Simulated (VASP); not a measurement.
Wanted: the native input for a VASP 6.6.1 run.

- Task: single point
- Functional: PBE
- Potentials or basis: VASP PAW PBE potentials, release 64 (C, Sn_d)
- Cutoff: 520 eV
- k mesh: 12 × 12 × 4
- Occupations: fermi-dirac, width 0.02 eV
- Spin: no spin polarisation
- Dipole correction: no
- Further INCAR settings: ALGO = Normal; EDIFF = 1e-06; NBANDS = 41

The structure of Sn2C lies in POSCAR:

```
Sn2C
1.0
    3.5253315370      0.0000000000      0.0000000000
   -1.7626657685      3.0530266678      0.0000000000
    0.0000000000      0.0000000000     12.1860841621
C Sn
2 4
Direct
    0.0000000000      0.0000000000     -0.0439338019
    0.6666666667      0.3333333333      0.7127662897
    0.3333333333      0.6666666667      0.4024189451
    0.6666666667      0.3333333333      0.8935247612
    0.3333333333      0.6666666667      0.6472012815
    0.0000000000      0.0000000000      0.1380225244
```

The input as run:

INCAR

```
SYSTEM = Sn2C
PREC     = Accurate       ! precision mode
ENCUT    = 520            ! plane-wave cutoff, eV
EDIFF    = 1E-6           ! SCF threshold, eV
ISMEAR   = -1             ! smearing method
SIGMA    = 0.02           ! smearing width, eV
LREAL    = .False.        ! projectors in reciprocal space
LASPH    = .True.         ! aspherical terms in the spheres
NELM     = 60             ! most SCF steps
ALGO     = Normal         ! electronic algorithm
ISIF     = 2              ! what is computed and relaxed
LWAVE    = .False.        ! write WAVECAR
LCHARG   = .False.        ! write CHGCAR
GGA      = PE             ! functional
NBANDS   = 41             ! bands
```

KPOINTS

```
regular mesh
0
Gamma
  12 12 4
  0 0 0
```

Potentials or basis: VASP PAW PBE potentials, release 64 (C, Sn_d).

Run with:

```bash
$ cat potpaw_PBE.64/C/POTCAR potpaw_PBE.64/Sn_d/POTCAR > POTCAR
$ mpirun -np 1 vasp_std > vasp.out
```

Results of the run:

```json
{
 "Pressure": "0.0 GPa",
 "Largest force": "0.008 eV/Å",
 "Band gap on the k mesh": "zero (bands 32 and 33 overlap by 3.25 eV)"
}
```

Caveat: spin-orbit coupling is left out, which moves the levels of the heavy elements.

Run time: 12 min on 1 thread of Intel Xeon 8259CL, with other jobs on the host, peak memory 0.44 GiB.
